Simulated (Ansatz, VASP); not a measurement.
One calculation of BeTe, two programs

Contents of INCAR:

```
  ALGO = Normal
  EDIFF = 1E-7
  ENCUT = 520
  GGA = PE
  ISIF = 2
  ISMEAR = -1
  LASPH = T
  LCHARG = F
  LREAL = F
  LWAVE = F
  NBANDS = 11
  NELM = 100
  PREC = Accurate
  SIGMA = 0.02
```

KPOINTS

```
k-points
0
Gamma
  8 8 8
```

The input POSCAR:

```
BeTe
1.0
    0.0000000000      2.8286236224      2.9618517950
    2.8286236224      0.0000000000      2.9618517950
    2.8286236224      2.8286236224      0.0000000000
Be Te
1 1
Direct
    0.0000000000      0.0000000000      0.0000000000
    0.2500000000      0.2500000000      0.2500000000
```

Input for Ansatz:

```yaml
crystal:
  lattice:
    - [0.0, 2.8286236224, 2.961851795]
    - [2.8286236224, 0.0, 2.961851795]
    - [2.8286236224, 2.8286236224, 0.0]
  atoms:
    - { symbol: Be, position: [0.0, 0.0, 0.0] }
    - { symbol: Te, position: [0.25, 0.25, 0.25] }
kpoints:
  mp_grid: { grid: [8, 8, 8] }
  band_path:
    path:
      - [0.0, 0.0, 0.0]
      - [-0.5, -0.5, 0.0]
      - [-0.375, -0.375, 0.25]
      - [-0.375, 0.0, 0.375]
      - [0.0, 0.0, 0.5]
      - [-0.5, -0.25, 0.25]
    npoints: 1
hamiltonian:
  xc: pbe
scf:
  occupations: { method: fermi_dirac, width: 0.02 }
  n_extra_bands: 4
output:
  forces: true
  stress: true
  eigenvalues: true
```

Change from the starting cell: uniaxial_z strain +4.7%.

Alike in both runs: task single point; functional PBE; k mesh 8 × 8 × 8; occupations fermi-dirac, width 0.02 eV; no spin polarisation.

|  | VASP | Ansatz |
| --- | --- | --- |
| version | VASP 6.6.1 | Ansatz 0.2.0 |
| potentials or method | VASP PAW PBE potentials, release 64 (Be, Te) | plane waves, PAW |
| plane-wave cutoff (eV) | 520 | 420 |
| valence electrons in the cell | 8 | 18 |

```csv
,VASP,Ansatz,Ansatz less VASP
gap on the k mesh at the Fermi level (eV),1.94,1.95,+0.012
pressure (GPa),-2.1,-2.2,-0.11
"traceless stress, the component that is largest in VASP (GPa)",-1.91,-1.92,-0.007
```

The functional is the same, so the differences come from potentials, cutoffs and numerics. VASP's potentials hold 8 valence electrons a cell and Ansatz's 18, so a difference there can come from the potentials and not from the codes.

Neither program's run includes spin-orbit coupling.
